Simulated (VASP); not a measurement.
Input of a VASP 6.6.1 run:

INCAR

```
SYSTEM = Li
PREC     = Accurate       ! precision mode
ENCUT    = 520            ! plane-wave cutoff, eV
EDIFF    = 1E-7           ! SCF threshold, eV
ISMEAR   = -1             ! smearing method
SIGMA    = 0.05           ! smearing width, eV
LREAL    = .False.        ! projectors in reciprocal space
LASPH    = .True.         ! aspherical terms in the spheres
NELM     = 100            ! most SCF steps
ALGO     = Normal         ! electronic algorithm
ISIF     = 2              ! what is computed and relaxed
LWAVE    = .False.        ! write WAVECAR
LCHARG   = .False.        ! write CHGCAR
GGA      = CA             ! functional
NBANDS   = 10             ! bands
```

The input KPOINTS:

```
Automatic mesh
0
Gamma
  18 18 10
  0 0 0
```

The input POSCAR:

```
Li
1.0
    2.6445899015      0.0000000000      0.0000000000
   -1.3222949507      2.2902820373      0.0000000000
    0.0000000000      0.0000000000      4.3589463738
Li
2
Direct
    0.3333333333      0.6666666667      0.2500000000
    0.6666666667      0.3333333333      0.7500000000
```

Potentials or basis: VASP PAW LDA potentials, release 64 (Li_sv).

The run is started by

```console
$ cat potpaw_LDA.64/Li_sv/POTCAR > POTCAR
$ mpirun -np 1 vasp_std > vasp.out
```

Task: What does it give for the band gap on the k mesh?

Result: Zero (bands 3 and 4 overlap by 5.45 eV).
